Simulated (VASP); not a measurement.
The system is FePt.

```
Fe Pt
1.0
     2.72350    0.00000    0.00000
     0.00000    2.72350    0.00000
     0.00000    0.00000    3.72000
Fe Pt
1 1
Direct
  0.00000 0.00000 0.00000
  0.50000 0.50000 0.50000
```

Program: VASP 6.6.1. Alike in all runs: task single point; level LDA; potentials or basis VASP PAW LDA potentials, release 64 (Fe, Pt); cell as given; k mesh 7 × 7 × 5; cutoff (eV) 600; smearing gaussian 0.1 eV.

**Question.** Order these runs on this cell by their pressure, lowest first.
A. spin collinear, ferromagnetic start; fixed moment (μB) 4.2
B. spin collinear, ferromagnetic start; fixed moment (μB) 3.2
C. spin collinear, zero start; fixed moment (μB) 0.0
D. spin collinear, ferromagnetic start; fixed moment (μB) 2.1
E. spin collinear, ferromagnetic start; fixed moment (μB) 1.1

**Answer.** C (-27.7 GPa), E (-25.4 GPa), D (-20.1 GPa), B (-12.3 GPa), A (-3.0 GPa).

Caveats: the total moment is fixed, so each spin has its own Fermi level; the cell stands under tension (at least some runs).
